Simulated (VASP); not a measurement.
# Mo (Im-3m) in VASP: a series of runs

Mo is run at these levels: r2SCAN; tasks: relaxation of cell and atoms.

Program: VASP 6.6.1. These are calculated values, not measurements. Logs are shortened: lines on timing, memory, paths and dates and some standing lists are left out, and cuts for length are marked.

### 1 The cell of the first run

Symmetry: Im-3m, No. 229, cubic system. Conventional cell: a = 3.147 Å, b = 3.147 Å, c = 3.147 Å, α = 90.00°, β = 90.00°, γ = 90.00°. Within 3.6 Å of Mo (site symmetry m-3m) lie 14 Mo at 2.73 to 3.15 Å.

### 2 Relaxation of cell and atoms, r2SCAN

Input file POSCAR:

```
Mo
1.0
   -1.5734150000      1.5734150000      1.5734150000
    1.5734150000     -1.5734150000      1.5734150000
    1.5734150000      1.5734150000     -1.5734150000
Mo
1
Direct
    0.0000000000      0.0000000000      0.0000000000
```

Input file INCAR.step1:

```
SYSTEM = Mo
PREC = Accurate
ENCUT = 600
ISMEAR = -1
SIGMA = 0.1
LREAL = .False.
LASPH = .True.
NELM = 60
GGA = PE
ALGO = Normal
EDIFF = 1E-4
LWAVE = .True.
LCHARG = .False.
```

Input file INCAR.step2:

```
SYSTEM = Mo
PREC = Accurate
ENCUT = 600
EDIFF = 1E-6
ISMEAR = -1
SIGMA = 0.1
LREAL = .False.
LASPH = .True.
NELM = 60
ALGO = Normal
ISIF = 3
LWAVE = .False.
LCHARG = .False.
METAGGA = R2SCAN
LMIXTAU = .True.
IBRION = 2
NSW = 100
EDIFFG = -0.002
ISTART = 1
```

Input file KPOINTS:

```
regular mesh
0
Gamma
  24 24 24
  0 0 0
```

Potentials or basis: VASP PAW PBE potentials, release 64 (Mo_sv).

On the command line:

```sh
cat potpaw_PBE.64/Mo_sv/POTCAR > POTCAR
cp INCAR.step1 INCAR
mpirun -np 1 vasp_std > vasp.out
cp INCAR.step2 INCAR
mpirun -np 1 vasp_std > vasp.out
```

OUTCAR:

```text
SYSTEM = Mo
   PREC = Accurate
   ENCUT = 600
   EDIFF = 1E-6
   ISMEAR = -1
   LREAL = .False.
   LASPH = .True.
   NELM = 60
   ISIF = 3
   METAGGA = R2SCAN
   IBRION = 2
   NSW = 100
   EDIFFG = -0.002
   ISTART = 1

 ion  position               nearest neighbor table
   1  0.000  0.000  0.000-

  LATTYP: Found a body centered cubic cell.
 ALAT       =     3.1468300000

  Lattice vectors:

 A1 = (  -1.5734150000,   1.5734150000,   1.5734150000)
 A2 = (   1.5734150000,  -1.5734150000,   1.5734150000)
 A3 = (   1.5734150000,   1.5734150000,  -1.5734150000)

Analysis of symmetry for initial positions (statically):
=====================================================================
 Subroutine PRICEL returns:
 Original cell was already a primitive cell.

 Routine SETGRP: Setting up the symmetry group for a
 body centered cubic supercell.

 Subroutine GETGRP returns: Found 48 space group operations
[... 9 lines left out ...]

 Routine SETGRP: Setting up the symmetry group for a
 body centered cubic supercell.

 Subroutine GETGRP returns: Found 48 space group operations
[... 11 lines left out ...]
                                     Primitive cell

  volume of cell :      15.5808

  direct lattice vectors                    reciprocal lattice vectors
    -1.573415000  1.573415000  1.573415000     0.000000000  0.317780115  0.317780115
     1.573415000 -1.573415000  1.573415000     0.317780115  0.000000000  0.317780115
     1.573415000  1.573415000 -1.573415000     0.317780115  0.317780115  0.000000000

  length of vectors
     2.725234721  2.725234721  2.725234721     0.449408949  0.449408949  0.449408949

  position of ions in fractional coordinates (direct lattice)
     0.000000000  0.000000000  0.000000000

  ion indices of the primitive-cell ions
   primitive index   ion index
                 1           1

----------------------------------------------------------------------------------------

 KPOINTS: regular mesh

Automatic generation of k-mesh.
 Grid dimensions read from file:
 generate k-points for:   24   24   24

 Generating k-lattice:

  Cartesian coordinates                     Fractional coordinates (reciprocal lattice)
     0.000000000  0.013240838  0.013240838     0.041666667  0.000000000  0.000000000
     0.013240838  0.000000000  0.013240838     0.000000000  0.041666667  0.000000000
     0.013240838  0.013240838  0.000000000     0.000000000  0.000000000  0.041666667

  Length of vectors
     0.018725373  0.018725373  0.018725373

  Shift w.r.t. Gamma in fractional coordinates (k-lattice)
     0.000000000  0.000000000  0.000000000

 Subroutine IBZKPT returns following result:
 ===========================================

 Found    413 irreducible k-points:

 Following reciprocal coordinates:
            Coordinates               Weight
  0.000000  0.000000  0.000000      1.000000
  0.041667  0.000000  0.000000     12.000000
  0.083333  0.000000  0.000000     12.000000
  0.125000  0.000000  0.000000     12.000000
  0.166667  0.000000  0.000000     12.000000
  0.208333  0.000000  0.000000     12.000000
[... 16 lines left out ...]
  0.416667  0.041667  0.000000     48.000000
  0.458333  0.041667  0.000000     48.000000
 [... further k-points ...]
   k-points           NKPTS =    413   k-points in BZ     NKDIM =    413   number of bands    NBANDS=     11
   number of dos      NEDOS =    301   number of ions     NIONS =      1
   total plane-waves  NPLWV =  13824
   dimension x,y,z NGX =    24 NGY =   24 NGZ =   24
   dimension x,y,z NGXF=    48 NGYF=   48 NGZF=   48
   ions per type =               1
   NGX,Y,Z   is equivalent  to a cutoff of  14.64, 14.64, 14.64 a.u.
   NGXF,Y,Z  is equivalent  to a cutoff of  29.28, 29.28, 29.28 a.u.
 SYSTEM =  Mo
   PREC   = accura    normal or accurate (medium, high low for compatibility)
   ISTART =      1    job   : 0-new  1-cont  2-samecut
   ICHARG =      0    charge: 1-file 2-atom 10-const
   ISPIN  =      1    spin polarized calculation?
   LNONCOLLINEAR =      F non collinear calculations
   LSORBIT =      F    spin-orbit coupling
   LASPH  =      T    aspherical Exc in radial PAW
   ENCUT  =  600.0 eV  44.10 Ry    6.64 a.u.   5.44  5.44  5.44*2*pi/ulx,y,z
   NELM   =     60;   NELMIN=  2; NELMDL=  0     # of ELM steps
   EDIFF  = 0.1E-05   stopping-criterion for ELM
   LREAL  =      F    real-space projection
   EDIFFG = -.2E-02   stopping-criterion for IOM
   NSW    =    100    number of steps for IOM
   IBRION =      2    ionic relax: 0-MD 1-quasi-New 2-CG
   NFREE  =      1    steps in history (QN), initial steepest desc. (CG)
   ISIF   =      3    stress and relaxation
   ISYM   =      2    0-nonsym 1-usesym 2-fastsym
   POTIM  = 0.5000    time-step for ionic-motion
   TEBEG  =    0.0;   TEEND  =   0.0 temperature during run
   PSTRESS=    0.0 pullay stress
   NELECT =      14.0000    total number of electrons
   NUPDOWN=      -1.0000    fix difference up-down
   EMIN   =  10.00;   EMAX   =-10.00  energy-range for DOS
   EFERMI =   0.00;   METHOD = LEGACY
   ISMEAR =    -1;   SIGMA  =   0.10  broadening in eV -4-tet -1-fermi 0-gaus
   EFERMI_NEDOS =   21; number of points for ismear=-14 and -15
   IALGO  =     38    algorithm
   IMIX   =      4    mixing-type and parameters
     AMIX     =   0.40;   BMIX     =  1.00
     AMIX_MAG =   1.60;   BMIX_MAG =  1.00
  volume/ion in A,a.u.               =      15.58       105.14
  Fermi-wavevector in a.u.,A,eV,Ry     =   1.579747  2.985289 33.954710  2.495601
  Thomas-Fermi vector in A             =   2.680079
   LORBIT       =      0    0 simple, 1 ext, 2 COOP (PROOUT), +10 PAW based schemes
   METAGGA = R2SCAN    functional components
   LHFCALC =     F    Hartree Fock is set to
   AEXX    =    0.0000 exact exchange contribution
   IVDW    =     0    specifies the selected vdW correction
   LEPSILON=     F    determine dielectric tensor
   LRPA    =     F    only Hartree local field effects (RPA)
 conjugate gradient relaxation of ions
 non-spin polarized calculation
  energy-cutoff  :      600.00
  volume of cell :       15.58
 maximum number of plane-waves:       539
 NGX is ok and might be reduce to    24
   NGX = 11   NGY = 11   NGZ = 11

--------------------------------------- Ionic step        1  -------------------------------------------

 number of electron      14.0000002 magnetization

 Free energy of the ion-electron system (eV)
  ---------------------------------------------------
  ext. energy  EPLUGINS =         0.00000000
  ---------------------------------------------------
  free energy    TOTEN  =       -26.08516287 eV

  energy without entropy =      -26.06523855  energy(sigma->0) =      -26.07520071

------------------------ aborting loop because EDIFF is reached ----------------------------------------

  FORCE on cell =-STRESS in cart. coord.  units (eV):
  Direction    XX          YY          ZZ          XY          YZ          ZX
  --------------------------------------------------------------------------------------
  -------------------------------------------------------------------------------------
  Total        0.2141839      0.2141839      0.2141839     -0.0000000      0.0000000      0.0000000
  in kB       22.0245767     22.0245767     22.0245767     -0.0000000      0.0000000      0.0000000
  external PRESSURE =      22.0245767 kB  Pullay stress =       0.0000000 kB

 VOLUME and BASIS-vectors are now :
 -----------------------------------------------------------------------------
  energy-cutoff  :      600.00
  volume of cell :       15.58
      direct lattice vectors                 reciprocal lattice vectors
    -1.573415000  1.573415000  1.573415000     0.000000000  0.317780115  0.317780115
     1.573415000 -1.573415000  1.573415000     0.317780115  0.000000000  0.317780115
     1.573415000  1.573415000 -1.573415000     0.317780115  0.317780115  0.000000000

 POSITION                                       TOTAL-FORCE (eV/Angst)
 -----------------------------------------------------------------------------------
      0.00000      0.00000      0.00000         0.000000      0.000000      0.000000
 -----------------------------------------------------------------------------------
    total drift:                               -0.000000      0.000000      0.000000

  FREE ENERGIE OF THE ION-ELECTRON SYSTEM (eV)
  ---------------------------------------------------
  free  energy   TOTEN  =       -26.0851628743 eV

  energy  without entropy=      -26.0652385461  energy(sigma->0) =      -26.07520071

--------------------------------------- Ionic step        2  -------------------------------------------

 number of electron      14.0000001 magnetization

------------------------ aborting loop because EDIFF is reached ----------------------------------------

  FORCE on cell =-STRESS in cart. coord.  units (eV):
  Direction    XX          YY          ZZ          XY          YZ          ZX
  --------------------------------------------------------------------------------------
  -------------------------------------------------------------------------------------
  Total       -0.5955517     -0.5955517     -0.5955517      0.0000000      0.0000000      0.0000000
  in kB      -59.3809107    -59.3809107    -59.3809107      0.0000000      0.0000000      0.0000000
  external PRESSURE =     -59.3809107 kB  Pullay stress =       0.0000000 kB

 VOLUME and BASIS-vectors are now :
 -----------------------------------------------------------------------------
  energy-cutoff  :      600.00
  volume of cell :       16.07
      direct lattice vectors                 reciprocal lattice vectors
    -1.589672783  1.589672783  1.589672783     0.000000000  0.314530138  0.314530138
     1.589672783 -1.589672783  1.589672783     0.314530138  0.000000000  0.314530138
     1.589672783  1.589672783 -1.589672783     0.314530138  0.314530138  0.000000000

 POSITION                                       TOTAL-FORCE (eV/Angst)
 -----------------------------------------------------------------------------------
      0.00000      0.00000      0.00000         0.000000      0.000000      0.000000
 -----------------------------------------------------------------------------------
    total drift:                               -0.000000      0.000000      0.000000

  FREE ENERGIE OF THE ION-ELECTRON SYSTEM (eV)
  ---------------------------------------------------
  free  energy   TOTEN  =       -26.0791154518 eV

  energy  without entropy=      -26.0589768982  energy(sigma->0) =      -26.06904618

--------------------------------------- Ionic step        3  -------------------------------------------

 number of electron      14.0000002 magnetization

 Free energy of the ion-electron system (eV)
  ---------------------------------------------------
  ext. energy  EPLUGINS =         0.00000000
  ---------------------------------------------------
  free energy    TOTEN  =       -26.08600393 eV

  energy without entropy =      -26.06602225  energy(sigma->0) =      -26.07601309

 E-fermi :  12.5022     XC(G=0): -14.6076

 val. band max:       12.4924529121   @ k =  -0.1250   0.2083   0.0417
 cond. band min:      12.5133881744   @ k =   0.3750   0.0833   0.0833
 fundamental gap:      0.0209352623
 Fermi energy:        12.5021747892

 k-point     1 :       0.0000    0.0000    0.0000
  band No.  band energies     occupation
      1     -50.7516      2.00000
      2     -23.2348      2.00000
      3     -23.2348      2.00000
      4     -23.2348      2.00000
      5       4.8248      2.00000
      6      11.0588      2.00000
      7      11.0588      2.00000
      8      11.0588      2.00000
      9      14.3760      0.00000
     10      14.3760      0.00000
     11      27.9619      0.00000
[... 309 lines left out ...]
 k-point    24 :       0.4583    0.0417    0.0000
  band No.  band energies     occupation
      1     -50.4638      2.00000
      2     -24.7053      2.00000
      3     -23.7101      2.00000
      4     -23.2577      2.00000
      5       6.9690      2.00000
      6       8.9365      2.00000
      7      13.6540      0.00002
      8      14.3371      0.00000
      9      15.2258      0.00000
     10      17.4692      0.00000
     11      24.6458      0.00000

 [... further k-points ...]
[... 5 lines left out ...]
  --------------------------------------------------------------------------------------
  -------------------------------------------------------------------------------------
  Total       -0.0006407     -0.0006407     -0.0006407     -0.0000000      0.0000000      0.0000000
  in kB       -0.0653636     -0.0653636     -0.0653636     -0.0000000      0.0000000      0.0000000
  external PRESSURE =      -0.0653636 kB  Pullay stress =       0.0000000 kB

 VOLUME and BASIS-vectors are now :
 -----------------------------------------------------------------------------
  energy-cutoff  :      600.00
  volume of cell :       15.71
      direct lattice vectors                 reciprocal lattice vectors
    -1.577613723  1.577613723  1.577613723     0.000000000  0.316934363  0.316934363
     1.577613723 -1.577613723  1.577613723     0.316934363  0.000000000  0.316934363
     1.577613723  1.577613723 -1.577613723     0.316934363  0.316934363  0.000000000

 POSITION                                       TOTAL-FORCE (eV/Angst)
 -----------------------------------------------------------------------------------
      0.00000      0.00000      0.00000         0.000000      0.000000      0.000000
 -----------------------------------------------------------------------------------
    total drift:                               -0.000000      0.000000      0.000000

  FREE ENERGIE OF THE ION-ELECTRON SYSTEM (eV)
  ---------------------------------------------------
  free  energy   TOTEN  =       -26.0860039299 eV

  energy  without entropy=      -26.0660222507  energy(sigma->0) =      -26.07601309

 reached required accuracy - stopping structural energy minimisation
```

It took 17 min on 1 thread of Oxide Virtual Turin-like, shared host; peak memory 0.19 GiB.

Results:

| Item | Value |
| --- | --- |
| Free energy | -26.0860 eV |
| Relaxed volume | 15.71 Å³/atom |
| Relaxed cell | a = 2.733 Å, b = 2.733 Å, c = 2.733 Å, α = 109.47°, β = 109.47°, γ = 109.47° |
| Space group after relaxing (to 0.05 Å) | Im-3m (No. 229) |
| Energy gained by relaxing | 0.8 meV/atom |
| Ionic steps | 3 |
| Pressure after relaxing | 0.0 GPa |
| Band gap on the k mesh | zero (band 7 reaches 16.59 eV, above the bottom of band 8 at 11.06 eV) |

The path:
| step | energy change (eV) | largest force (eV/Å) | pressure (GPa) | volume (Å³) |
| --- | --- | --- | --- | --- |
| 1 | 0.0000 | 0.0000 | 2.20 | 15.58 |
| 2 | 0.0060 | 0.0000 | -5.94 | 16.07 |
| 3 | -0.0008 | 0.0000 | -0.01 | 15.71 |

Final structure:
```
Mo
1.0
    -1.57761    1.57761    1.57761
     1.57761   -1.57761    1.57761
     1.57761    1.57761   -1.57761
Mo
1
Direct
  0.00000 0.00000 0.00000
```

Caveat: the PAW data sets were made with another functional, which shifts forces and pressure a little.

### 3 Relaxation of cell and atoms, r2SCAN, target pressure 1 GPa, at which the enthalpy is minimised

This run uses another cell than the first one, of 15.64 Å³/atom, 1.004 times its volume.

Input file POSCAR:

```
Mo
1.0
   -1.5755104622      1.5755104622      1.5755104622
    1.5755104622     -1.5755104622      1.5755104622
    1.5755104622      1.5755104622     -1.5755104622
Mo
1
Direct
    0.0000000000      0.0000000000      0.0000000000
```

Input file INCAR.step1:

```
SYSTEM = Mo
PREC = Accurate ; ENCUT = 600
ISMEAR = -1 ; SIGMA = 0.1
LREAL = .False. ; LASPH = .True.
NELM = 80 ; GGA = PE
ALGO = Normal ; EDIFF = 1E-4
LWAVE = .True. ; LCHARG = .False.
```

Input file INCAR.step2:

```
SYSTEM = Mo
PREC = Accurate ; ENCUT = 600
EDIFF = 1E-6 ; ISMEAR = -1
SIGMA = 0.1 ; LREAL = .False.
LASPH = .True. ; NELM = 80
ALGO = Normal ; ISIF = 3
LWAVE = .False. ; LCHARG = .False.
METAGGA = R2SCAN ; LMIXTAU = .True.
IBRION = 2 ; NSW = 100
EDIFFG = -0.002 ; PSTRESS = 10.0
ISTART = 1
```

KPOINTS is that of step 2.

Potentials or basis: VASP PAW PBE potentials, release 64 (Mo_sv).

On the command line:

```sh
cat potpaw_PBE.64/Mo_sv/POTCAR > POTCAR
cp INCAR.step1 INCAR
mpirun -np 1 vasp_std > vasp.out
cp INCAR.step2 INCAR
mpirun -np 1 vasp_std > vasp.out
```

It took 14 min on 1 thread of Oxide Virtual Turin-like, shared host; peak memory 0.19 GiB.

Results (log left out):

```yaml
Free_energy: -26.0858 eV
Relaxed_volume: 15.65 Å³/atom
Relaxed_cell: a = 2.729 Å, b = 2.729 Å, c = 2.729 Å, α = 109.47°, β = 109.47°, γ = 109.47°
Space_group_after_relaxing_to_0.05_Å: Im-3m (No. 229)
Energy_change_on_relaxing_the_enthalpy_is_what_falls: -0.0 meV/atom
Ionic_steps: 3
Pressure_after_relaxing: 1.0 GPa
Band_gap_on_the_k_mesh: zero (band 7 reaches 16.67 eV, above the bottom of band 8 at 11.11 eV)
```

Final structure:
```
Mo
1.0
    -1.57567    1.57567    1.57567
     1.57567   -1.57567    1.57567
     1.57567    1.57567   -1.57567
Mo
1
Direct
  0.00000 0.00000 0.00000
```

Levels at points of the mesh, in eV from the Fermi level:
```csv
k point,band 3,band 4,band 5,band 6,band 7,band 8,band 9,band 10,band 11
"(0.00, 0.00, 0.00)",-35.73,-35.73,-7.69,-1.45,-1.45,-1.45,1.88,1.88,15.46
"(0.50, 0.00, 0.00)",-36.20,-35.74,-5.62,-3.61,1.54,1.86,2.56,4.89,12.48
"(0.50, 0.50, 0.50)",-36.76,-36.76,-5.67,-5.67,4.11,4.11,4.11,9.44,9.44
```

Caveat: the cell is relaxed towards a set pressure, so the enthalpy falls and the energy may rise; the PAW data sets were made with another functional, which shifts forces and pressure a little.
